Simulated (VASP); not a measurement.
**Si: relaxation of cell and atoms with PBE**

Crystal: Si.

```
Si
1.0
     3.62803    0.00000    0.00000
    -1.81402    3.14197    0.00000
     0.00000    0.00000    3.77216
Si
2
Direct
  0.33333 0.66667 0.53592
  0.66667 0.33333 0.46408
```

```yaml
Program: VASP 6.6.1
Task: relaxation of cell and atoms
Functional: PBE
Potentials_or_basis: VASP PAW PBE potentials, release 64 (Si)
Cutoff: 500 eV
k_mesh: 6 × 6 × 4
Occupations: gaussian, width 0.1 eV
Spin: no spin polarisation
Dipole_correction: no
Further_INCAR_settings: ALGO = Normal; EDIFF = 1e-07; IBRION = 2; EDIFFG = -0.04; NSW = 90; ISIF = 3
```

| Item | Value |
| --- | --- |
| Relaxed volume | 18.56 Å³/atom |
| Relaxed cell | a = 3.763 Å, b = 3.763 Å, c = 3.028 Å, α = 90.00°, β = 90.00°, γ = 120.00° |
| Space group after relaxing (to 0.05 Å) | P-3m1 (No. 164) |
| Energy gained by relaxing | 535.3 meV/atom |
| Ionic steps | 23 |
| Pressure after relaxing | -0.1 GPa |
| Largest force after relaxing | 0.004 eV/Å |
| Band gap on the k mesh | zero (band 4 reaches 11.10 eV, above the bottom of band 5 at 3.71 eV) |

Forces on the atoms (eV/Å):
```
Si   0.000  0.000 -0.004
Si   0.000  0.000  0.004
```

The path:
```tsv
step	energy change (eV)	largest force (eV/Å)	pressure (GPa)	volume (Å³)
1	0.0000	0.8748	20.03	43.00
2	0.0367	0.0685	-10.73	61.22
3	-0.5814	0.2441	-2.58	50.36
4	-0.5855	0.2651	-1.65	49.85
5	-0.5858	0.2738	-1.28	49.66
6	-0.6136	0.2838	-1.14	48.56
7	-0.7430	0.3889	-1.31	45.28
8	-0.9830	0.2856	1.78	38.74
9	-0.9828	0.3142	1.05	39.47
10	-0.9847	0.2975	1.44	39.05
11	-0.9578	0.0064	-2.55	40.08
12	-0.9905	0.2118	-0.02	39.37
13	-1.0144	0.1473	-1.66	39.93
14	-1.0209	0.0300	-3.14	40.43
15	-1.0345	0.0462	-2.45	39.93
16	-1.0595	0.0789	-0.98	38.44
17	-1.0595	0.0739	-0.86	38.27
18	-1.0660	0.0780	-0.45	37.80
19	-1.0699	0.0613	0.23	37.16
20	-1.0699	0.0599	0.28	37.12
21	-1.0702	0.0308	0.04	37.15
22	-1.0703	0.0030	-0.19	37.19
23	-1.0705	0.0043	-0.14	37.13
```

Final structure:
```
Si
1.0
     3.76295    0.00000    0.00000
    -1.88147    3.25881    0.00000
     0.00000    0.00000    3.02761
Si
2
Cartesian
  0.0000 2.1725 1.9596
  1.8815 1.0863 1.0680
```

Levels at points of the mesh, in eV from the Fermi level:
```tsv
k point	band 2	band 3	band 4	band 5	band 6	band 7
(0.00, 0.00, 0.00)	-1.60	-1.60	0.15	2.27	2.27	2.41
(0.50, 0.00, 0.00)	-8.49	-3.26	-0.32	4.02	4.51	7.30
(0.00, 0.00, 0.50)	-7.21	0.30	0.30	3.59	3.87	3.87
(0.50, 0.00, 0.50)	-5.92	-4.84	-3.08	-1.20	2.63	2.86
```

Run time: 45 s on 1 thread of Intel(R) Xeon(R) 6975P-C (Granite Rapids), on a shared host, peak memory 0.14 GiB.

Caveat: the k points lie up to 0.52 Å⁻¹ apart in the final cell.
